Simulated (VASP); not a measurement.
# SnSe in VASP: further runs

SnSe is run at these levels: PBEsol+D3(BJ); tasks: single point.

Program: VASP 6.6.1. These are calculated values, not measurements. Logs are shortened: lines on timing, memory, paths and dates and some standing lists are left out, and cuts for length are marked.

## 1. The cell of the first run

The typed cell holds 4 atoms: a = 3.946 Å, b = 3.946 Å, c = 5.028 Å, α = 90.00°, β = 90.00°, γ = 90.00°.

## 2. Single point, PBEsol+D3(BJ)

Input file INCAR:

```
  PREC = Accurate
  ENCUT = 520
  EDIFF = 1E-7
  ISMEAR = 0
  SIGMA = 0.03
  LREAL = F
  LASPH = T
  NELM = 100
  ALGO = Normal
  ISIF = 2
  LWAVE = F
  LCHARG = T
  GGA = PS
  IVDW = 12
  LELF = T
  LVHAR = T
  NBANDS = 28
```

Input file KPOINTS:

```
regular mesh
0
Gamma
  8 8 6
```

Input file POSCAR:

```
SnSe
1.0
    3.9456558390      0.0000000000      0.0000000000
    0.0000000000      3.9456558390      0.0000000000
    0.0000000000      0.0000000000      5.0282000000
Sn Se
2 2
Direct
    0.5000000000      0.0000000000      0.2500241371
    0.0000000000      0.5000000000      0.7499758629
    0.5000000000      0.0000000000      0.7499817524
    0.0000000000      0.5000000000      0.2500182476
```

Potentials or basis: VASP PAW PBE potentials, release 64 (Sn_d, Se).

Run with:

```sh
$ cat potpaw_PBE.64/Sn_d/POTCAR potpaw_PBE.64/Se/POTCAR > POTCAR
$ mpirun -np 1 vasp_std > vasp.out
```

OUTCAR:

```text
PREC = Accurate
   ENCUT = 520
   EDIFF = 1E-7
   ISMEAR = 0
   LREAL = F
   LASPH = T
   NELM = 100
   ISIF = 2
   GGA = PS
   IVDW = 12
 IVDW          = 12

 ion  position               nearest neighbor table
   1  0.500  0.000  0.250-   3 2.51   3 2.51   4 2.79   4 2.79   4 2.79   4 2.79   2 3.76   2 3.76
                             2 3.76   2 3.76   2 3.76   2 3.76   2 3.76   2 3.76
   2  0.000  0.500  0.750-   4 2.51   4 2.51   3 2.79   3 2.79   3 2.79   3 2.79   1 3.76   1 3.76
                             1 3.76   1 3.76   1 3.76   1 3.76   1 3.76   1 3.76
   3  0.500  0.000  0.750-   1 2.51   1 2.51   2 2.79   2 2.79   2 2.79   2 2.79
   4  0.000  0.500  0.250-   2 2.51   2 2.51   1 2.79   1 2.79   1 2.79   1 2.79

  LATTYP: Found a simple tetragonal cell.
 ALAT       =     3.9456558390
 C/A-ratio  =     1.2743635545

  Lattice vectors:

 A1 = (   3.9456558390,   0.0000000000,   0.0000000000)
 A2 = (   0.0000000000,   3.9456558390,   0.0000000000)
 A3 = (   0.0000000000,   0.0000000000,   5.0282000000)

Analysis of symmetry for initial positions (statically):
=====================================================================
 Subroutine PRICEL returns:
 Original cell was already a primitive cell.

 Routine SETGRP: Setting up the symmetry group for a
 simple tetragonal supercell.

 Subroutine GETGRP returns: Found 16 space group operations
 (whereof  8 operations were pure point group operations)
 out of a pool of 16 trial point group operations.

The static configuration has the point symmetry D_2d.
 The point group associated with its full space group is D_4h.

Analysis of symmetry for dynamics (positions and initial velocities):
=====================================================================
 Subroutine PRICEL returns:
 Original cell was already a primitive cell.

 Routine SETGRP: Setting up the symmetry group for a
 simple tetragonal supercell.

 Subroutine GETGRP returns: Found 16 space group operations
 (whereof  8 operations were pure point group operations)
 out of a pool of 16 trial point group operations.

The dynamic configuration has the point symmetry D_2d.
 The point group associated with its full space group is D_4h.

 Subroutine INISYM returns: Found 16 space group operations
 (whereof  8 operations are pure point group operations),
 and found     1 'primitive' translations

----------------------------------------------------------------------------------------

                                     Primitive cell

  volume of cell :      78.2800

  direct lattice vectors                    reciprocal lattice vectors
     3.945655839  0.000000000  0.000000000     0.253443291  0.000000000  0.000000000
     0.000000000  3.945655839  0.000000000     0.000000000  0.253443291  0.000000000
     0.000000000  0.000000000  5.028200000     0.000000000  0.000000000  0.198878326

  length of vectors
     3.945655839  3.945655839  5.028200000     0.253443291  0.253443291  0.198878326

  position of ions in fractional coordinates (direct lattice)
     0.500000000  0.000000000  0.250024137
     0.000000000  0.500000000  0.749975863
     0.500000000  0.000000000  0.749981752
     0.000000000  0.500000000  0.250018248

  ion indices of the primitive-cell ions
   primitive index   ion index
                 1           1
                 2           2
                 3           3
                 4           4

----------------------------------------------------------------------------------------

 KPOINTS: regular mesh

Automatic generation of k-mesh.
 Grid dimensions read from file:
 generate k-points for:    8    8    6

 Generating k-lattice:

  Cartesian coordinates                     Fractional coordinates (reciprocal lattice)
     0.031680411  0.000000000  0.000000000     0.125000000  0.000000000  0.000000000
     0.000000000  0.031680411  0.000000000     0.000000000  0.125000000  0.000000000
     0.000000000  0.000000000  0.033146388     0.000000000  0.000000000  0.166666667

  Length of vectors
     0.031680411  0.031680411  0.033146388

  Shift w.r.t. Gamma in fractional coordinates (k-lattice)
     0.000000000  0.000000000  0.000000000

 Subroutine IBZKPT returns following result:
 ===========================================

 Found     60 irreducible k-points:

 Following reciprocal coordinates:
            Coordinates               Weight
  0.000000  0.000000  0.000000      1.000000
  0.125000  0.000000  0.000000      4.000000
  0.250000  0.000000  0.000000      4.000000
  0.375000  0.000000  0.000000      4.000000
  0.500000  0.000000  0.000000      2.000000
  0.125000  0.125000  0.000000      4.000000
[... 16 lines left out ...]
  0.375000  0.125000  0.166667     16.000000
  0.500000  0.125000  0.166667      8.000000
 [... further k-points ...]
   k-points           NKPTS =     60   k-points in BZ     NKDIM =     60   number of bands    NBANDS=     28
   number of dos      NEDOS =    301   number of ions     NIONS =      4
   total plane-waves  NPLWV =  36000
   dimension x,y,z NGX =    30 NGY =   30 NGZ =   40
   dimension x,y,z NGXF=    60 NGYF=   60 NGZF=   80
   ions per type =               2   2
   NGX,Y,Z   is equivalent  to a cutoff of  12.64, 12.64, 13.23 a.u.
   NGXF,Y,Z  is equivalent  to a cutoff of  25.28, 25.28, 26.45 a.u.
 SYSTEM =  unknown system
   PREC   = accura    normal or accurate (medium, high low for compatibility)
   ISTART =      0    job   : 0-new  1-cont  2-samecut
   ICHARG =      2    charge: 1-file 2-atom 10-const
   ISPIN  =      1    spin polarized calculation?
   LNONCOLLINEAR =      F non collinear calculations
   LSORBIT =      F    spin-orbit coupling
   LASPH  =      T    aspherical Exc in radial PAW
   ENCUT  =  520.0 eV  38.22 Ry    6.18 a.u.   7.34  7.34  9.35*2*pi/ulx,y,z
   NELM   =    100;   NELMIN=  2; NELMDL= -5     # of ELM steps
   EDIFF  = 0.1E-06   stopping-criterion for ELM
   LREAL  =      F    real-space projection
   EDIFFG = 0.1E-05   stopping-criterion for IOM
   NSW    =      0    number of steps for IOM
   IBRION =     -1    ionic relax: 0-MD 1-quasi-New 2-CG
   NFREE  =      0    steps in history (QN), initial steepest desc. (CG)
   ISIF   =      2    stress and relaxation
   ISYM   =      2    0-nonsym 1-usesym 2-fastsym
   POTIM  = 0.5000    time-step for ionic-motion
   TEBEG  =    0.0;   TEEND  =   0.0 temperature during run
   PSTRESS=    0.0 pullay stress
   NELECT =      40.0000    total number of electrons
   NUPDOWN=      -1.0000    fix difference up-down
   EMIN   =  10.00;   EMAX   =-10.00  energy-range for DOS
   EFERMI =   0.00;   METHOD = LEGACY
   ISMEAR =     0;   SIGMA  =   0.03  broadening in eV -4-tet -1-fermi 0-gaus
   EFERMI_NEDOS =   21; number of points for ismear=-14 and -15
   IALGO  =     38    algorithm
   IMIX   =      4    mixing-type and parameters
     AMIX     =   0.40;   BMIX     =  1.00
     AMIX_MAG =   1.60;   BMIX_MAG =  1.00
  volume/ion in A,a.u.               =      19.57       132.06
  Fermi-wavevector in a.u.,A,eV,Ry     =   1.308814  2.473299 23.306690  1.712993
  Thomas-Fermi vector in A             =   2.439455
   LORBIT       =      0    0 simple, 1 ext, 2 COOP (PROOUT), +10 PAW based schemes
   GGA     = PS    functional components
   LHFCALC =     F    Hartree Fock is set to
   AEXX    =    0.0000 exact exchange contribution
   IVDW    =    12    specifies the selected vdW correction
   LEPSILON=     F    determine dielectric tensor
   LRPA    =     F    only Hartree local field effects (RPA)
 non-spin polarized calculation
 Gauss-broadening in eV      SIGMA  =   0.03
  energy-cutoff  :      520.00
  volume of cell :       78.28
 maximum number of plane-waves:      2151
 NGX is ok and might be reduce to    30
   NGX = 15   NGY = 15   NGZ = 19

 number of electron      40.0000000 magnetization

 Free energy of the ion-electron system (eV)
  ---------------------------------------------------
  ext. energy  EPLUGINS =         0.00000000
  ---------------------------------------------------
  free energy    TOTEN  =       -15.19026731 eV

  energy without entropy =      -15.18941230  energy(sigma->0) =      -15.18983981

 E-fermi :  10.2396     XC(G=0): -11.3435

 val. band max:       10.1952569949   @ k =   0.0000   0.0000   0.3333
 cond. band min:      10.2473407824   @ k =   0.3750   0.0000   0.1667
 fundamental gap:      0.0520837876
 Fermi energy:        10.2395720690

 k-point     1 :       0.0000    0.0000    0.0000
  band No.  band energies     occupation
      1     -12.2522      2.00000
      2     -12.0600      2.00000
      3     -11.9908      2.00000
      4     -11.9908      2.00000
      5     -11.9742      2.00000
      6     -11.9732      2.00000
[... 20 lines left out ...]
     27      16.8653      0.00000
     28      16.8665      0.00000

 k-point     2 :       0.1250    0.0000    0.0000
  band No.  band energies     occupation
      1     -12.2420      2.00000
      2     -12.0644      2.00000
      3     -11.9897      2.00000
      4     -11.9876      2.00000
      5     -11.9753      2.00000
      6     -11.9689      2.00000
[... 20 lines left out ...]
     27      16.3922      0.00000
     28      16.3959      0.00000

 k-point     3 :       0.2500    0.0000    0.0000
  band No.  band energies     occupation
      1     -12.2143      2.00000
      2     -12.0784      2.00000
      3     -11.9856      2.00000
      4     -11.9796      2.00000
      5     -11.9784      2.00000
      6     -11.9551      2.00000
[... 20 lines left out ...]
     27      15.5763      0.00000
     28      16.7709      0.00000

 k-point     4 :       0.3750    0.0000    0.0000
  band No.  band energies     occupation
      1     -12.1765      2.00000
      2     -12.1031      2.00000
      3     -11.9816      2.00000
      4     -11.9772      2.00000
      5     -11.9650      2.00000
      6     -11.9648      2.00000
[... 578 lines left out ...]
     27      15.9868      0.00000
     28      17.0079      0.00000

 k-point    23 :       0.3750    0.1250    0.1667
  band No.  band energies     occupation
      1     -12.1621      2.00000
      2     -12.1043      2.00000
      3     -11.9955      2.00000
      4     -11.9820      2.00000
      5     -11.9817      2.00000
      6     -11.9559      2.00000
[... 20 lines left out ...]
     27      16.5777      0.00000
     28      17.0012      0.00000

 k-point    24 :       0.5000    0.1250    0.1667
  band No.  band energies     occupation
      1     -12.1319      2.00000
      2     -12.1319      2.00000
      3     -11.9920      2.00000
      4     -11.9920      2.00000
      5     -11.9714      2.00000
      6     -11.9714      2.00000
[... 20 lines left out ...]
     27      17.5030      0.00000
     28      17.5030      0.00000

 [... further k-points ...]

------------------------ aborting loop because EDIFF is reached ----------------------------------------

 Edisp (eV)   -1.85086

 E8    (eV) :    -1.2443

  FORCE on cell =-STRESS in cart. coord.  units (eV):
  Direction    XX          YY          ZZ          XY          YZ          ZX
  --------------------------------------------------------------------------------------
  -------------------------------------------------------------------------------------
  Total       7.89303     7.89303    27.75899     0.00000     0.00000     0.00000
  in kB     161.54871   161.54871   568.15034     0.00000     0.00000     0.00000
  external pressure =      297.08 kB  Pullay stress =        0.00 kB

 VOLUME and BASIS-vectors are now :
 -----------------------------------------------------------------------------
  energy-cutoff  :      520.00
  volume of cell :       78.28
      direct lattice vectors                 reciprocal lattice vectors
     3.945655839  0.000000000  0.000000000     0.253443291  0.000000000  0.000000000
     0.000000000  3.945655839  0.000000000     0.000000000  0.253443291  0.000000000
     0.000000000  0.000000000  5.028200000     0.000000000  0.000000000  0.198878326

 POSITION                                       TOTAL-FORCE (eV/Angst)
 -----------------------------------------------------------------------------------
      1.97283      0.00000      1.25717        -0.000000      0.000000     -0.003634
      0.00000      1.97283      3.77103         0.000000     -0.000000      0.003634
      1.97283      0.00000      3.77106         0.000000     -0.000000      0.003668
      0.00000      1.97283      1.25714         0.000000      0.000000     -0.003668
 -----------------------------------------------------------------------------------
    total drift:                                0.000000      0.000000      0.000000

  FREE ENERGIE OF THE ION-ELECTRON SYSTEM (eV)
  ---------------------------------------------------
  free  energy   TOTEN  =       -17.0411268847 eV

  energy  without entropy=      -17.0402718785  energy(sigma->0) =      -17.04069938
```

It took 2.4 min on 1 thread of Intel Xeon 8259CL, shared host; peak memory 0.26 GiB.

What came out:

```yaml
Free_energy: -17.0411 eV
Pressure: 29.7 GPa
Largest_force: 0.004 eV/Å
Band_gap_on_the_k_mesh: zero (bands 20 and 21 overlap by 0.37 eV)
Dispersion_energy_per_atom: -0.463 eV
```

Forces in eV/Å, atoms in the order of the input:
```
Sn   0.000  0.000 -0.004
Sn   0.000  0.000  0.004
Se   0.000  0.000  0.004
Se   0.000  0.000 -0.004
```

Stress tensor (GPa, compression positive):
```
16.15  0.00  0.00
 0.00 16.15  0.00
 0.00  0.00 56.82
```

Caveat: the stress differs along the axes, from 16 to 57 GPa; semilocal functionals underestimate gaps, and a narrow one can read as zero; the PAW data sets were made with another functional, which shifts forces and pressure a little; spin-orbit coupling is left out, which moves the levels of the heavy elements.

## 3. Single point, PBEsol+D3(BJ)

This run uses another cell than the first one, of 20.61 Å³/atom.

Input file INCAR:

```
PREC = Accurate
ENCUT = 520
EDIFF = 1E-6
ISMEAR = 0
SIGMA = 0.03
LREAL = False
LASPH = True
NELM = 80
ALGO = Normal
ISIF = 2
LWAVE = False
LCHARG = True
GGA = PS
IVDW = 12
LELF = True
LVHAR = True
NBANDS = 28
```

Input file KPOINTS:

```
Automatic mesh
0
Gamma
  8 8 6
```

POSCAR: that of step 2 with these lines changed.

```diff
@@ -2,4 +2,4 @@
 1.0
-    3.9456558390      0.0000000000      0.0000000000
-    0.0000000000      3.9456558390      0.0000000000
+    4.0494591145      0.0000000000      0.0000000000
+    0.0000000000      4.0494591145      0.0000000000
     0.0000000000      0.0000000000      5.0282000000
```

Potentials or basis: VASP PAW PBE potentials, release 64 (Sn_d, Se).

Run with:

```sh
$ cat potpaw_PBE.64/Sn_d/POTCAR potpaw_PBE.64/Se/POTCAR > POTCAR
$ mpirun -np 1 vasp_std > vasp.out
```

It took 2.6 min on 1 thread of Intel Xeon 8259CL, shared host; peak memory 0.27 GiB.

The run converged. Its results:

| Property | Result |
| --- | --- |
| Free energy | -17.3676 eV |
| Pressure | 23.0 GPa |
| Largest force | 0.004 eV/Å |
| Band gap on the k mesh | zero (bands 20 and 21 overlap by 0.54 eV) |
| Dispersion energy per atom | -0.439 eV |

Forces on the atoms (eV/Å):
```
Sn   0.000  0.000 -0.004
Sn   0.000  0.000  0.004
Se   0.000  0.000  0.004
Se   0.000  0.000 -0.004
```

Stress tensor (GPa, compression positive):
```
 9.14  0.00  0.00
 0.00  9.14  0.00
 0.00  0.00 50.61
```

Levels at points of the mesh, in eV from the Fermi level:
```tsv
k point	band 18	band 19	band 20	band 21	band 22	band 23
(0.00, 0.00, 0.00)	-4.24	-3.05	-3.05	1.07	3.67	3.67
(0.50, 0.00, 0.00)	-3.91	-2.01	-2.01	1.55	1.55	1.59
(0.50, 0.50, 0.00)	-6.13	-4.54	-4.54	1.72	1.72	4.78
(0.00, 0.00, 0.50)	-4.69	-0.92	-0.92	2.38	2.39	3.14
(0.50, 0.00, 0.50)	-3.11	-1.06	-1.06	-0.05	-0.05	1.51
(0.50, 0.50, 0.50)	-6.74	0.31	0.31	2.27	2.27	4.38
```

Caveat: the stress differs along the axes, from 9 to 51 GPa; semilocal functionals underestimate gaps, and a narrow one can read as zero; the PAW data sets were made with another functional, which shifts forces and pressure a little; spin-orbit coupling is left out, which moves the levels of the heavy elements.

[end of part 1 of 2]

The gap in the log of VASP goes by the Fermi energy; the results here count the filled bands.